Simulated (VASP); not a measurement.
Wanted: the native input for a VASP 6.6.1 run.

```yaml
Task: single point
Functional: PBE
Potentials_or_basis: VASP PAW PBE potentials, release 64 (S, Ba_sv, Te)
Cutoff: 520 eV
k_mesh: 4 × 4 × 4
Occupations: gaussian, width 0.01 eV
Spin: no spin polarisation
Dipole_correction: no
Further_INCAR_settings: ALGO = Normal; EDIFF = 1e-06; NBANDS = 24
```

The structure of Ba2TeS lies in POSCAR:

```
Ba2TeS
1.0
    4.7473146690      0.0000000000      0.0000000000
    0.0000000000      4.7473146690      0.0000000000
    0.0000000000      0.0000000000      6.7203552841
S Ba Te
1 2 1
Direct
    0.0000000000      0.0000000000      0.0000000000
    0.0000000000      0.0000000000      0.5000000000
    0.5000000000      0.5000000000      0.0000000000
    0.5000000000      0.5000000000      0.5000000000
```

These files were run (other wordings do the same):

INCAR

```
SYSTEM = Ba2TeS
PREC     = Accurate       ! precision mode
ENCUT    = 520            ! plane-wave cutoff, eV
EDIFF    = 1E-6           ! SCF threshold, eV
ISMEAR   = 0              ! smearing method
SIGMA    = 0.01           ! smearing width, eV
LREAL    = .FALSE.        ! projectors in reciprocal space
LASPH    = .TRUE.         ! aspherical terms in the spheres
NELM     = 60             ! most SCF steps
ALGO     = Normal         ! electronic algorithm
ISIF     = 2              ! what is computed and relaxed
LWAVE    = .FALSE.        ! write WAVECAR
LCHARG   = .TRUE.         ! write CHGCAR
GGA      = PE             ! functional
LELF     = .TRUE.         ! ELF
LVHAR    = .TRUE.       
NBANDS   = 24             ! bands
```

KPOINTS

```
Automatic mesh
0
G
  4 4 4
  0 0 0
```

Potentials or basis: VASP PAW PBE potentials, release 64 (S, Ba_sv, Te).

Run with:

```console
$ cat potpaw_PBE.64/S/POTCAR potpaw_PBE.64/Ba_sv/POTCAR potpaw_PBE.64/Te/POTCAR > POTCAR
$ mpirun -np 1 vasp_std > vasp.out
```

It gave:

The pressure is 1.5 GPa and the band gap on the k mesh is 1.63 eV.

Caveat: spin-orbit coupling is left out, which moves the levels of the heavy elements.

It took 110 s on 1 thread of Intel Xeon 8259CL, on a shared host, peak memory 0.28 GiB.
